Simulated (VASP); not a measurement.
# AlN (Fm-3m) in VASP: a series of runs, part 2 of 3

VASP 6.6.1. Earlier steps stand in the parts before.

### Step 3. Electric field gradients, LDA (volume scaled by 0.94)

Contents of INCAR:

```
PREC = Accurate
ENCUT = 520
EDIFF = 1E-8
ISMEAR = -1
SIGMA = 0.02
LREAL = F
LASPH = T
NELM = 80
ALGO = Normal
ISIF = 2
LWAVE = F
LCHARG = F
GGA = CA
LEFG = T
NBANDS = 11
```

Contents of KPOINTS:

```
Automatic mesh
0
Gamma
  10 10 10
```

Contents of POSCAR:

```
AlN
1.0
    0.0000000000      1.9376213230      1.9376213230
    1.9376213230      0.0000000000      1.9376213230
    1.9376213230      1.9376213230      0.0000000000
Al N
1 1
Direct
    0.0000000000      0.0000000000      0.0000000000
    0.5000000000      0.5000000000      0.5000000000
```

Potentials or basis: VASP PAW LDA potentials, release 64 (Al, N).

On the command line:

```
cat potpaw_LDA.64/Al/POTCAR potpaw_LDA.64/N/POTCAR > POTCAR
mpirun -np 1 vasp_std > vasp.out
```

OUTCAR:

```text
PREC = Accurate
   ENCUT = 520
   EDIFF = 1E-8
   ISMEAR = -1
   LREAL = F
   LASPH = T
   NELM = 80
   ISIF = 2
   GGA = CA

 ion  position               nearest neighbor table
   1  0.000  0.000  0.000-   2 1.94   2 1.94   2 1.94   2 1.94   2 1.94   2 1.94
   2  0.500  0.500  0.500-   1 1.94   1 1.94   1 1.94   1 1.94   1 1.94   1 1.94

  LATTYP: Found a face centered cubic cell.
 ALAT       =     3.8752426460

  Lattice vectors:

 A1 = (   0.0000000000,   1.9376213230,   1.9376213230)
 A2 = (   1.9376213230,   0.0000000000,   1.9376213230)
 A3 = (   1.9376213230,   1.9376213230,   0.0000000000)

Analysis of symmetry for initial positions (statically):
=====================================================================
 Subroutine PRICEL returns:
 Original cell was already a primitive cell.

 Routine SETGRP: Setting up the symmetry group for a
 face centered cubic supercell.

 Subroutine GETGRP returns: Found 48 space group operations
 (whereof 48 operations were pure point group operations)
 out of a pool of 48 trial point group operations.

The static configuration has the point symmetry O_h .

Analysis of symmetry for dynamics (positions and initial velocities):
=====================================================================
 Subroutine PRICEL returns:
 Original cell was already a primitive cell.

 Routine SETGRP: Setting up the symmetry group for a
 face centered cubic supercell.

 Subroutine GETGRP returns: Found 48 space group operations
 (whereof 48 operations were pure point group operations)
 out of a pool of 48 trial point group operations.

The dynamic configuration has the point symmetry O_h .

 Subroutine INISYM returns: Found 48 space group operations
 (whereof 48 operations are pure point group operations),
 and found     1 'primitive' translations

----------------------------------------------------------------------------------------

                                     Primitive cell

  volume of cell :      14.5491

  direct lattice vectors                    reciprocal lattice vectors
     0.000000000  1.937621323  1.937621323    -0.258048358  0.258048358  0.258048358
     1.937621323  0.000000000  1.937621323     0.258048358 -0.258048358  0.258048358
     1.937621323  1.937621323  0.000000000     0.258048358  0.258048358 -0.258048358

  length of vectors
     2.740210354  2.740210354  2.740210354     0.446952866  0.446952866  0.446952866

  position of ions in fractional coordinates (direct lattice)
     0.000000000  0.000000000  0.000000000
     0.500000000  0.500000000  0.500000000

  ion indices of the primitive-cell ions
   primitive index   ion index
                 1           1
                 2           2

----------------------------------------------------------------------------------------

 KPOINTS: Automatic mesh

Automatic generation of k-mesh.
 Grid dimensions read from file:
 generate k-points for:   10   10   10

 Generating k-lattice:

  Cartesian coordinates                     Fractional coordinates (reciprocal lattice)
    -0.025804836  0.025804836  0.025804836     0.100000000  0.000000000  0.000000000
[... 73 lines left out ...]
   EFERMI =   0.00;   METHOD = LEGACY
   ISMEAR =    -1;   SIGMA  =   0.02  broadening in eV -4-tet -1-fermi 0-gaus
   EFERMI_NEDOS =   21; number of points for ismear=-14 and -15
   IALGO  =     38    algorithm
   IMIX   =      4    mixing-type and parameters
     AMIX     =   0.40;   BMIX     =  1.00
     AMIX_MAG =   1.60;   BMIX_MAG =  1.00
  volume/ion in A,a.u.               =       7.27        49.09
  Fermi-wavevector in a.u.,A,eV,Ry     =   1.341197  2.534495 24.474289  1.798810
  Thomas-Fermi vector in A             =   2.469450
   LORBIT       =      0    0 simple, 1 ext, 2 COOP (PROOUT), +10 PAW based schemes
   GGA     = CA    functional components
   LHFCALC =     F    Hartree Fock is set to
   AEXX    =    0.0000 exact exchange contribution
   IVDW    =     0    specifies the selected vdW correction
   LEPSILON=     F    determine dielectric tensor
   LRPA    =     F    only Hartree local field effects (RPA)
 non-spin polarized calculation
  energy-cutoff  :      520.00
  volume of cell :       14.55
 maximum number of plane-waves:       399
   NGX = 11   NGY = 11   NGZ = 11

 number of electron       8.0000000 magnetization

 Free energy of the ion-electron system (eV)
  ---------------------------------------------------
  ext. energy  EPLUGINS =         0.00000000
  ---------------------------------------------------
  free energy    TOTEN  =       -16.06202837 eV

  energy without entropy =      -16.06202837  energy(sigma->0) =      -16.06202837

 E-fermi :  11.8656     XC(G=0): -13.1823

 val. band max:       11.4605620971   @ k =   0.0000   0.0000   0.0000
 cond. band min:      16.3906211926   @ k =   0.5000   0.5000   0.0000
 fundamental gap:      4.9300590955
 Fermi energy:        11.8655705933

 k-point     1 :       0.0000    0.0000    0.0000
  band No.  band energies     occupation
      1      -7.1665      2.00000
      2      11.4606      2.00000
      3      11.4606      2.00000
      4      11.4606      2.00000
      5      19.1975      0.00000
      6      23.8665      0.00000
      7      23.8665      0.00000
      8      23.8665      0.00000
      9      29.4530      0.00000
     10      30.0329      0.00000
     11      30.0329      0.00000
[... 309 lines left out ...]
 k-point    24 :       0.4000    0.3000    0.0000
  band No.  band energies     occupation
      1      -3.6680      2.00000
      2       5.0981      2.00000
      3       8.2733      2.00000
      4       8.8648      2.00000
      5      17.8324      0.00000
      6      19.1923      0.00000
      7      25.0854      0.00000
      8      28.4748      0.00000
      9      29.4022      0.00000
     10      34.5376      0.00000
     11      37.8957      0.00000

 [... further k-points ...]
[... 5 lines left out ...]
  --------------------------------------------------------------------------------------
  -------------------------------------------------------------------------------------
  Total        3.2797618      3.2797618      3.2797618     -0.0000000      0.0000000      0.0000000
  in kB      361.1737475    361.1737475    361.1737475     -0.0000000      0.0000000      0.0000000
  external PRESSURE =     361.1737475 kB  Pullay stress =       0.0000000 kB

 VOLUME and BASIS-vectors are now :
 -----------------------------------------------------------------------------
  energy-cutoff  :      520.00
  volume of cell :       14.55
      direct lattice vectors                 reciprocal lattice vectors
     0.000000000  1.937621323  1.937621323    -0.258048358  0.258048358  0.258048358
     1.937621323  0.000000000  1.937621323     0.258048358 -0.258048358  0.258048358
     1.937621323  1.937621323  0.000000000     0.258048358  0.258048358 -0.258048358

 POSITION                                       TOTAL-FORCE (eV/Angst)
 -----------------------------------------------------------------------------------
      0.00000      0.00000      0.00000         0.000000      0.000000      0.000000
      1.93762      1.93762      1.93762        -0.000000     -0.000000     -0.000000
 -----------------------------------------------------------------------------------
    total drift:                                0.000000      0.000000      0.000000

  FREE ENERGIE OF THE ION-ELECTRON SYSTEM (eV)
  ---------------------------------------------------
  free  energy   TOTEN  =       -16.0620283702 eV

  energy  without entropy=      -16.0620283702  energy(sigma->0) =      -16.06202837

 Electric field gradients (V/A^2)
---------------------------------------------------------------------
 ion       V_xx      V_yy      V_zz      V_xy      V_xz      V_yz
---------------------------------------------------------------------
   1      -0.000    -0.000    -0.000    -0.000    -0.000    -0.000
   2       0.000    -0.000    -0.000     0.000     0.000     0.000
---------------------------------------------------------------------

 Electric field gradients after diagonalization (V/A^2)
 (convention: |V_zz| > |V_xx| > |V_yy|)
----------------------------------------------------------------------
 ion       V_xx      V_yy      V_zz     asymmetry (V_yy - V_xx)/ V_zz
----------------------------------------------------------------------
   1       0.000     0.000    -0.000       0.000
   2      -0.000    -0.000     0.000       0.000
----------------------------------------------------------------------

           NMR quadrupolar parameters

 Cq : quadrupolar parameter    Cq=e*Q*V_zz/h
 eta: asymmetry parameters     (V_yy - V_xx)/ V_zz
 Q  : nuclear electric quadrupole moment in mb (millibarn)
----------------------------------------------------------------------
 ion       Cq(MHz)       eta       Q (mb)
----------------------------------------------------------------------
   1      -0.000       0.000       1.000
   2       0.000       0.000       1.000
----------------------------------------------------------------------
```

OSZICAR:

```text
N       E                     dE             d eps       ncg     rms          rms(c)
DAV:   1     0.566558769126E+01    0.56656E+01   -0.43572E+03  1122   0.637E+02
DAV:   2    -0.176693079584E+02   -0.23335E+02   -0.22903E+02  1241   0.130E+02
DAV:   3    -0.181074904993E+02   -0.43818E+00   -0.43763E+00  1250   0.148E+01
DAV:   4    -0.181086636656E+02   -0.11732E-02   -0.11731E-02  1136   0.921E-01
DAV:   5    -0.181086693000E+02   -0.56345E-05   -0.56351E-05  1229   0.592E-02    0.832E+00
DAV:   6    -0.161355607216E+02    0.19731E+01   -0.77966E+00  1097   0.152E+01    0.309E+00
DAV:   7    -0.160809424774E+02    0.54618E-01   -0.19004E-01  1166   0.288E+00    0.188E+00
DAV:   8    -0.160621245752E+02    0.18818E-01   -0.11482E-02  1094   0.101E+00    0.277E-01
DAV:   9    -0.160620296058E+02    0.94969E-04   -0.47361E-04  1178   0.129E-01    0.161E-01
DAV:  10    -0.160620286549E+02    0.95086E-06   -0.17521E-05  1133   0.299E-02    0.218E-02
DAV:  11    -0.160620283760E+02    0.27894E-06   -0.51115E-07  1169   0.492E-03    0.422E-03
DAV:  12    -0.160620283702E+02    0.57718E-08   -0.39306E-08  1124   0.148E-03
   1 F= -.16062028E+02 E0= -.16062028E+02  d E =-.410579E-11
```

stdout:

```text
POSCAR found type information on POSCAR AlN
 POSCAR found :  2 types and       2 ions
 scaLAPACK will be used
 LDA part: xc-table for (Slater(with rela. corr.)+CA(PZ))
 , standard interpolation
 POSCAR, INCAR and KPOINTS ok, starting setup
 FFT: planning ... GRIDC
 FFT: planning ... GRID_SOFT
 FFT: planning ... GRID
 WAVECAR not read
 entering main loop
ion   1

ion   2
```

Wall time 4.6 s (1 thread of Intel Xeon 6975P-C, shared host); peak memory 0.12 GiB.

Results:

```
Free energy            : -16.0620 eV
Pressure               : 36.1 GPa
Band gap on the k mesh : 4.93 eV, indirect (least direct gap 7.74 eV)
```

Caveat: without QUAD_EFG the Cq values of the log hold for a quadrupole moment of 1 mb, not for the nuclei. A k mesh can miss the band edges.

### Step 4. Electric field gradients, LDA (volume scaled by 0.94)

Contents of INCAR:

```
ALGO = Normal
EDIFF = 1E-8
ENCUT = 520
ISIF = 2
ISMEAR = -1
LASPH = T
LCHARG = F
LEFG = T
LREAL = F
LWAVE = F
NBANDS = 11
NELM = 80
PREC = Accurate
SIGMA = 0.02
```

Contents of KPOINTS:

```
k-points
0
Gamma
  10 10 10
```

POSCAR is that of step 3.

Potentials or basis: VASP PAW LDA potentials, release 64 (Al, N).

On the command line:

```
cat potpaw_LDA.64/Al/POTCAR potpaw_LDA.64/N/POTCAR > POTCAR
mpirun -np 1 vasp_std > vasp.out
```

OUTCAR:

```text
EDIFF = 1E-8
   ENCUT = 520
   ISIF = 2
   ISMEAR = -1
   LASPH = T
   LREAL = F
   NELM = 80
   PREC = Accurate

 ion  position               nearest neighbor table
   1  0.000  0.000  0.000-   2 1.94   2 1.94   2 1.94   2 1.94   2 1.94   2 1.94
   2  0.500  0.500  0.500-   1 1.94   1 1.94   1 1.94   1 1.94   1 1.94   1 1.94

  LATTYP: Found a face centered cubic cell.
 ALAT       =     3.8752426460

  Lattice vectors:

 A1 = (   0.0000000000,   1.9376213230,   1.9376213230)
 A2 = (   1.9376213230,   0.0000000000,   1.9376213230)
 A3 = (   1.9376213230,   1.9376213230,   0.0000000000)

Analysis of symmetry for initial positions (statically):
=====================================================================
 Subroutine PRICEL returns:
 Original cell was already a primitive cell.

 Routine SETGRP: Setting up the symmetry group for a
 face centered cubic supercell.

 Subroutine GETGRP returns: Found 48 space group operations
 (whereof 48 operations were pure point group operations)
 out of a pool of 48 trial point group operations.

The static configuration has the point symmetry O_h .

Analysis of symmetry for dynamics (positions and initial velocities):
=====================================================================
 Subroutine PRICEL returns:
 Original cell was already a primitive cell.

 Routine SETGRP: Setting up the symmetry group for a
 face centered cubic supercell.

 Subroutine GETGRP returns: Found 48 space group operations
 (whereof 48 operations were pure point group operations)
 out of a pool of 48 trial point group operations.

The dynamic configuration has the point symmetry O_h .

[... 160 lines left out ...]
      7      23.8665      0.00000
      8      23.8665      0.00000
      9      29.4530      0.00000
     10      30.0329      0.00000
     11      30.0329      0.00000
[... 309 lines left out ...]
 k-point    24 :       0.4000    0.3000    0.0000
  band No.  band energies     occupation
      1      -3.6680      2.00000
      2       5.0981      2.00000
      3       8.2733      2.00000
      4       8.8648      2.00000
      5      17.8324      0.00000
      6      19.1923      0.00000
      7      25.0854      0.00000
      8      28.4748      0.00000
      9      29.4022      0.00000
     10      34.5376      0.00000
     11      37.8957      0.00000

 [... further k-points ...]
[... 5 lines left out ...]
  --------------------------------------------------------------------------------------
  -------------------------------------------------------------------------------------
  Total        3.2797618      3.2797618      3.2797618     -0.0000000      0.0000000      0.0000000
  in kB      361.1737475    361.1737475    361.1737475     -0.0000000      0.0000000      0.0000000
  external PRESSURE =     361.1737475 kB  Pullay stress =       0.0000000 kB

 VOLUME and BASIS-vectors are now :
 -----------------------------------------------------------------------------
  energy-cutoff  :      520.00
  volume of cell :       14.55
      direct lattice vectors                 reciprocal lattice vectors
     0.000000000  1.937621323  1.937621323    -0.258048358  0.258048358  0.258048358
     1.937621323  0.000000000  1.937621323     0.258048358 -0.258048358  0.258048358
     1.937621323  1.937621323  0.000000000     0.258048358  0.258048358 -0.258048358

 POSITION                                       TOTAL-FORCE (eV/Angst)
 -----------------------------------------------------------------------------------
      0.00000      0.00000      0.00000         0.000000      0.000000      0.000000
      1.93762      1.93762      1.93762        -0.000000     -0.000000     -0.000000
 -----------------------------------------------------------------------------------
    total drift:                                0.000000      0.000000      0.000000

  FREE ENERGIE OF THE ION-ELECTRON SYSTEM (eV)
  ---------------------------------------------------
  free  energy   TOTEN  =       -16.0620283702 eV

  energy  without entropy=      -16.0620283702  energy(sigma->0) =      -16.06202837

 Electric field gradients (V/A^2)
---------------------------------------------------------------------
 ion       V_xx      V_yy      V_zz      V_xy      V_xz      V_yz
---------------------------------------------------------------------
   1      -0.000    -0.000    -0.000    -0.000    -0.000    -0.000
   2       0.000    -0.000    -0.000     0.000     0.000     0.000
---------------------------------------------------------------------

 Electric field gradients after diagonalization (V/A^2)
 (convention: |V_zz| > |V_xx| > |V_yy|)
----------------------------------------------------------------------
 ion       V_xx      V_yy      V_zz     asymmetry (V_yy - V_xx)/ V_zz
----------------------------------------------------------------------
   1       0.000     0.000    -0.000       0.000
   2      -0.000    -0.000     0.000       0.000
----------------------------------------------------------------------

           NMR quadrupolar parameters

 Cq : quadrupolar parameter    Cq=e*Q*V_zz/h
 eta: asymmetry parameters     (V_yy - V_xx)/ V_zz
 Q  : nuclear electric quadrupole moment in mb (millibarn)
----------------------------------------------------------------------
 ion       Cq(MHz)       eta       Q (mb)
----------------------------------------------------------------------
   1      -0.000       0.000       1.000
   2       0.000       0.000       1.000
----------------------------------------------------------------------
```

It took 5.8 s on 1 thread of Intel Xeon 6975P-C, shared host; peak memory 0.12 GiB.

What came out:

| Quantity | Value |
| --- | --- |
| Free energy | -16.0620 eV |
| Pressure | 36.1 GPa |
| Band gap on the k mesh | 4.93 eV, indirect (least direct gap 7.74 eV) |

Levels at points of the mesh, in eV from the valence-band top:
```csv
k point,band 1,band 2,band 3,band 4,band 5,band 6,band 7,band 8
"(0.00, 0.00, 0.00)",-18.63,0.00,0.00,0.00,7.74,12.41,12.41,12.41
"(0.50, 0.00, 0.00)",-14.76,-9.21,-1.34,-1.34,6.96,11.86,11.86,15.02
"(0.50, 0.50, 0.00)",-13.56,-8.31,-3.16,-3.16,4.93,5.75,15.50,19.07
```

Caveat: without QUAD_EFG the Cq values of the log hold for a quadrupole moment of 1 mb, not for the nuclei.

[end of part 2 of 3]
